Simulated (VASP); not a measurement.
Input of a VASP 6.6.1 run:

File INCAR:

```
SYSTEM = GaN
PREC = Accurate
ENCUT = 600
EDIFF = 1E-6
ISMEAR = 1
SIGMA = 0.02
LREAL = .False.
LASPH = .True.
NELM = 120
ALGO = Normal
ISIF = 2
LWAVE = .False.
LCHARG = .False.
GGA = PE
NBANDS = 26
GGA_COMPAT = .False.
```

Contents of KPOINTS:

```
Automatic mesh
0
Gamma
  7 7 4
  0 0 0
```

Contents of POSCAR:

```
GaN
1.0
    3.1800000000      0.0000000000      0.0000000000
   -1.5900000000      2.7539607800      0.0000000000
    0.0000000000      0.0000000000      5.1660000000
Ga N
2 2
Direct
    0.3333333333      0.6666666667      0.0000000000
    0.6666666667      0.3333333333      0.5000000000
    0.3333333333      0.6666666667      0.3750000000
    0.6666666667      0.3333333333      0.8750000000
```

Potentials or basis: VASP PAW PBE potentials, release 64 (Ga_d, N).

Launch:

```sh
$ cat potpaw_PBE.64/Ga_d/POTCAR potpaw_PBE.64/N/POTCAR > POTCAR
$ mpirun -np 1 vasp_std > vasp.out
```

(1) What does it give for the pressure?

(2) What does it give for the largest force?

Results:

(1) 7.2 GPa.

(2) 0.135 eV/Å.
